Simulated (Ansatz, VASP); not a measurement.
## One calculation of ZnCu, two programs

File INCAR:

```
SYSTEM = ZnCu
ALGO = Normal ; EDIFF = 1E-8
ENCUT = 520 ; GGA = PS
ISIF = 2 ; ISMEAR = -1
LASPH = .TRUE. ; LCHARG = .FALSE.
LEFG = .TRUE. ; LREAL = .FALSE.
LWAVE = .FALSE. ; NBANDS = 18
NELM = 100 ; PREC = Accurate
SIGMA = 0.05
```

KPOINTS

```
k-points
0
G
  14 14 14
  0 0 0
```

POSCAR

```
ZnCu
1.0
    2.9450000000      0.0294500000      0.0294500000
    0.0294500000      2.9450000000      0.0294500000
    0.0294500000      0.0294500000      2.9450000000
Zn Cu
1 1
Direct
    0.5000000000      0.5000000000      0.5000000000
    0.0000000000      0.0000000000      0.0000000000
```

Input for Ansatz:

```yaml
crystal:
  lattice:
    - [2.945, 0.02945, 0.02945]
    - [0.02945, 2.945, 0.02945]
    - [0.02945, 0.02945, 2.945]
  atoms:
    - { symbol: Zn, position: [0.5, 0.5, 0.5] }
    - { symbol: Cu, position: [0.0, 0.0, 0.0] }
kpoints:
  mp_grid: { grid: [14, 14, 14] }
scf:
  occupations: { method: fermi_dirac, width: 0.05 }
hamiltonian:
  xc: pbesol
  pseudopotentials: { kind: all_electron, datasets: crystal }
output:
  forces: true
  stress: true
  eigenvalues: true
  efg: { contact_densities: true }
```

Change from the starting cell: equal xy, yz and zx shear strains of +2 %, crystal datasets.

Alike in both runs: task electric field gradients; functional PBEsol; k mesh 14 × 14 × 14; occupations fermi-dirac, width 0.05 eV; no spin polarisation.

```csv
,VASP,Ansatz
version,VASP 6.6.1,Ansatz 0.2.0
potentials or method,"VASP PAW PBE potentials, release 64 (Zn, Cu), cutoff 520 eV","all-electron PAW with datasets made for the crystal, scalar-relativistic"
```

VASP gave:

```
pressure (GPa)                                                : -3.9
traceless stress, the component that is largest in VASP (GPa) : -1.69
size of Vzz on the site where it differs most (V/Å²)          : 4.6
```

Q: Estimate Ansatz's values.

A: Pressure (GPa): -4.5; traceless stress, the component that is largest in VASP (GPa): -1.68; size of Vzz on the site where it differs most (V/Å²): 3.4.

VASP's potentials were made for PBE, not for PBEsol. Ansatz ran all-electron here, and VASP with PAW potentials.
